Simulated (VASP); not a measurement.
**InPd: single point with PBE**

InPd:

```xyz
2
Lattice="3.2719 0.0000 0.0000 0.0000 3.2719 0.0000 0.0000 0.0000 3.2719" Properties=species:S:1:pos:R:3 pbc="T T T"
In    0.0000    0.0000    0.0000
Pd    1.6359    1.6359    1.6359
```

- Program: VASP 6.6.1
- Task: single point
- Functional: PBE
- Potentials or basis: VASP PAW PBE potentials, release 64 (In_d, Pd)
- Cutoff: 520 eV
- k mesh: 9 × 9 × 9
- Occupations: fermi-dirac, width 0.05 eV
- Spin: no spin polarisation

```yaml
Pressure: 3.8 GPa
```

Levels at points of the mesh, in eV from the Fermi level:
| k point | band 8 | band 9 | band 10 | band 11 | band 12 | band 13 | band 14 | band 15 |
| --- | --- | --- | --- | --- | --- | --- | --- | --- |
| (0.00, 0.00, 0.00) | -3.88 | -2.34 | -2.34 | -2.34 | 4.15 | 4.15 | 4.15 | 9.37 |

Run time: 15 s on 1 thread of Intel Xeon 8259CL, on a shared host, peak memory 0.15 GiB.

Caveat: spin-orbit coupling is left out, which moves the levels of the heavy elements.
